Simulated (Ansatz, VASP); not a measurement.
**One calculation of Pt, two programs**

```
CELL_PARAMETERS angstrom
2.70829 0.00000 0.00000
-1.35415 2.34545 0.00000
0.00000 0.00000 9.35302
ATOMIC_POSITIONS crystal
Pt 0.67924 0.37767 0.37500
Pt 0.67924 0.37767 0.87500
Pt 0.32076 0.62233 0.12500
Pt 0.32076 0.62233 0.62500
```

Change from the starting cell: mode 1 frozen in at -0.026 Å and mode 2 at +0.104 Å (largest displacements).

Alike in both runs: task single point; functional LDA; k mesh 18 × 18 × 6; occupations gaussian, width 0.15 eV; no spin polarisation.

```csv
,VASP,Ansatz
version,VASP 6.6.1,Ansatz 0.2.0
potentials or method,"VASP PAW LDA potentials, release 64 (Pt), cutoff 520 eV","scalar-relativistic, plane waves, PAW"
valence electrons in the cell,40,72
```

Ansatz gave:

| Item | Value |
| --- | --- |
| gap on the k mesh at the Fermi level (eV) | none |
| pressure (GPa) | 0.4 |
| traceless stress, the component that is largest in VASP (GPa) | -0.49 |
| rms of the force components (eV/Å) | 0.081 |

Q: What did VASP give for the same quantities?

A: gap on the k mesh at the Fermi level (eV): none; pressure (GPa): 1.2; traceless stress, the component that is largest in VASP (GPa): -0.50; rms of the force components (eV/Å): 0.078.

Ansatz warns that its potentials were made for another functional, while VASP's fit it. LDA's correlation is that of Perdew and Zunger in VASP and of Perdew and Wang (1992) in Ansatz. Atom by atom the forces differ by 0.005 eV/Å (rms over components). A gap of «none» marks a metal or a gap that the smearing closes. VASP's potentials hold 40 valence electrons a cell and Ansatz's 72, so a difference there can come from the potentials and not from the codes.

Neither program's run includes spin-orbit coupling.
